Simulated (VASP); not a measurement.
Wanted: the native input for a VASP 6.6.1 run.

* Task: single point
* Functional: PBE
* Potentials or basis: VASP PAW PBE potentials, release 64 (Gd, N)
* Cutoff: 520 eV
* k mesh: 10 × 10 × 10
* Occupations: gaussian, width 0.05 eV
* Spin: collinear spin, ferromagnetic start
* Starting moments: [7.62, -0.16] μB
* Hubbard terms: Gd f U = 6.0 eV
* Dipole correction: no
* Further INCAR settings: ALGO = Normal; EDIFF = 1e-06; NBANDS = 22

The structure of GdN lies in POSCAR:

```
GdN
1.0
    0.0000000000      2.4843302599      2.4843302599
    2.4843302599      0.0000000000      2.4843302599
    2.4843302599      2.4843302599      0.0000000000
Gd N
1 1
Direct
    0.5000000000      0.5000000000      0.5000000000
    0.0000000000      0.0000000000      0.0000000000
```

One way to write it, as run:

INCAR

```
SYSTEM = GdN
PREC = Accurate ; ENCUT = 520
EDIFF = 1E-6 ; ISMEAR = 0
SIGMA = 0.05 ; LREAL = .FALSE.
LASPH = .TRUE. ; NELM = 150
ALGO = Normal ; ISIF = 2
LWAVE = .FALSE. ; LCHARG = .TRUE.
ISPIN = 2 ; MAGMOM = 7.62 -0.16
LORBIT = 11 ; LMAXMIX = 6
LDAU = .TRUE. ; LDAUTYPE = 2
LDAUL = 3 -1 ; LDAUU = 6 0
LDAUJ = 0 0 ; LDAUPRINT = 1
GGA = PE ; LELF = .TRUE.
LVHAR = .TRUE. ; NBANDS = 22
```

KPOINTS

```
regular mesh
0
G
  10 10 10
  0 0 0
```

Potentials or basis: VASP PAW PBE potentials, release 64 (Gd, N).

Command:

```console
$ cat potpaw_PBE.64/Gd/POTCAR potpaw_PBE.64/N/POTCAR > POTCAR
$ mpirun -np 1 vasp_std > vasp.out
```

Results of the run:

* Pressure: 3.5 GPa
* Band gap on the k mesh: zero (filled and empty bands overlap)
* Net moment: 7.00 μB per cell
* Site moments: Gd +6.87; N -0.12 μB
* Valence electrons inside the program's atomic spheres: Gd 15.23; N 3.64

Caveat: the cell stands under pressure; spin-orbit coupling is left out, which moves the levels of the heavy elements; a cell with one magnetic atom can't hold antiferromagnetic order, which such compounds often take.

Run time: 120 s on 1 thread of Intel(R) Xeon(R) Platinum 8259CL CPU @ 2.50GHz (Skylake/Cascade Lake) (shared host), peak memory 0.22 GiB.
